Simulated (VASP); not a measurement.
## TaSiF: single point with PBE

The system is TaSiF.

```
Ta Si F
1.0
     3.68377    0.00000    0.00000
    -1.84189    3.19024    0.00000
     0.00000    0.00000    4.14150
Ta Si F
1 1 1
Direct
  0.66667 0.33333 0.00000
  0.33333 0.66667 0.50000
  0.00000 0.00000 0.50000
```

* Program: VASP 6.6.1
* Task: single point
* Functional: PBE
* Potentials or basis: VASP PAW PBE potentials, release 64 (Ta_pv, Si, F)
* Cutoff: 520 eV
* k mesh: 6 × 6 × 4
* Occupations: gaussian, width 0.1 eV
* Spin: no spin polarisation

```
Pressure               : -9.8 GPa
Band gap on the k mesh : zero (band 11 reaches 6.12 eV, above the bottom of band 12 at 5.49 eV)
```

Stress tensor (GPa, compression positive):
```
 -7.12   0.00   0.00
  0.00  -7.12   0.00
  0.00   0.00 -15.09
```

Levels at points of the mesh, in eV from the Fermi level:
```
           k point  band 9  band 10  band 11  band 12  band 13  band 14
(0.00, 0.00, 0.00)   -2.32    -0.33    -0.33     0.72     1.01     1.01
(0.50, 0.00, 0.00)   -2.47    -1.69    -0.83     0.42     1.74     2.69
(0.00, 0.00, 0.50)   -3.38    -0.41    -0.41    -0.23    -0.23     0.68
(0.50, 0.00, 0.50)   -3.69     0.03     0.20     0.66     1.03     2.08
```

Run time: 21 s on 1 thread of Intel(R) Xeon(R) Platinum 8259CL CPU @ 2.50GHz (Skylake/Cascade Lake) (shared host), peak memory 0.17 GiB.

Caveat: the k points lie up to 0.38 Å⁻¹ apart; spin-orbit coupling is left out, which moves the levels of the heavy elements.
